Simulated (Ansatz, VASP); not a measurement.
## Ti3O in VASP and in Ansatz

```
Ti O
1.0
     5.63536    0.00000    0.00000
    -2.81768    4.88037    0.00000
     0.00000    0.00000    4.84582
Ti O
6 2
Direct
  0.00000 0.67081 0.75000
  0.00000 0.32919 0.25000
  0.67081 0.00000 0.75000
  0.67081 0.67081 0.25000
  0.32919 0.32919 0.75000
  0.32919 0.00000 0.25000
  0.00000 0.00000 0.50000
  0.00000 0.00000 0.00000
```

Change from the starting cell: strain +0.1125 x Voigt [1, 1, 0, 0, 0, 0], atoms carried along.

Alike in both runs: task single point; functional PBEsol; k mesh 12 × 12 × 8; occupations gaussian, width 0.15 eV; no spin polarisation.

```csv
,VASP,Ansatz
version,VASP 6.6.1,Ansatz 0.2.0
potentials or method,"VASP PAW PBE potentials, release 64 (Ti_sv, O), cutoff 520 eV","scalar-relativistic, plane waves, PAW"
valence electrons in the cell,84,84
```

|  | VASP | Ansatz | Ansatz less VASP |
| --- | --- | --- | --- |
| gap on the k mesh at the Fermi level (eV) | none | none | - |
| pressure (GPa) | -22.4 | -22.6 | -0.17 |
| traceless stress, the component that is largest in VASP (GPa) | 9.36 | 9.36 | +0.003 |
| rms of the force components (eV/Å) | 0.693 | 0.706 | +0.0128 |

VASP's potentials were made for PBE, not for PBEsol. Atom by atom the forces differ by 0.013 eV/Å (rms over components). A gap of «none» marks a metal or a gap that the smearing closes. With one functional, cell and mesh, what is left measures potentials, basis and numerics.
